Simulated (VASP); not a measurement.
# SnO2 (Cassiterite): single point with PBE

Crystal: SnO2 (Cassiterite).

```
Sn O
1.0
     4.73800    0.00000    0.00000
     0.00000    4.73800    0.00000
     0.00000    0.00000    3.18650
Sn O
2 4
Direct
  0.00000 0.00000 0.00000
  0.50000 0.50000 0.50000
  0.30540 0.30540 0.00000
  0.19460 0.80540 0.50000
  0.69460 0.69460 0.00000
  0.80540 0.19460 0.50000
```

```yaml
Program: VASP 6.6.1
Task: single point
Functional: PBE
Potentials_or_basis: VASP PAW PBE potentials, release 64 (Sn_d, O)
Cutoff: 520 eV
k_mesh: 7 × 7 × 9
Occupations: fermi-dirac, width 0.02 eV
Spin: no spin polarisation
Dipole_correction: no
Further_INCAR_settings: ALGO = Normal; EDIFF = 1e-07; NBANDS = 35
```

* Pressure: 11.4 GPa
* Largest force: 0.015 eV/Å
* Band gap on the k mesh: 1.24 eV, direct

Forces in eV/Å, atoms in the order of the input:
```
Sn   0.000  0.000  0.000
Sn   0.000  0.000  0.000
O   -0.011 -0.011  0.000
O    0.011 -0.011  0.000
O    0.011  0.011  0.000
O   -0.011  0.011  0.000
```

Stress tensor (GPa, compression positive):
```
10.57  0.00  0.00
 0.00 10.57  0.00
 0.00  0.00 13.11
```

Levels at points of the mesh, in eV from the valence-band top:
| k point | band 22 | band 23 | band 24 | band 25 | band 26 | band 27 | band 28 | band 29 | band 30 | band 31 |
| --- | --- | --- | --- | --- | --- | --- | --- | --- | --- | --- |
| (0.00, 0.00, 0.00) | -1.24 | -1.24 | -0.79 | -0.79 | 0.00 | 1.24 | 6.21 | 6.32 | 6.32 | 10.43 |

Wall time 38 s on 1 thread of Intel(R) Xeon(R) 6975P-C (Granite Rapids) (shared host), peak memory 0.23 GiB.

Caveat: spin-orbit coupling is left out, which moves the levels of the heavy elements.
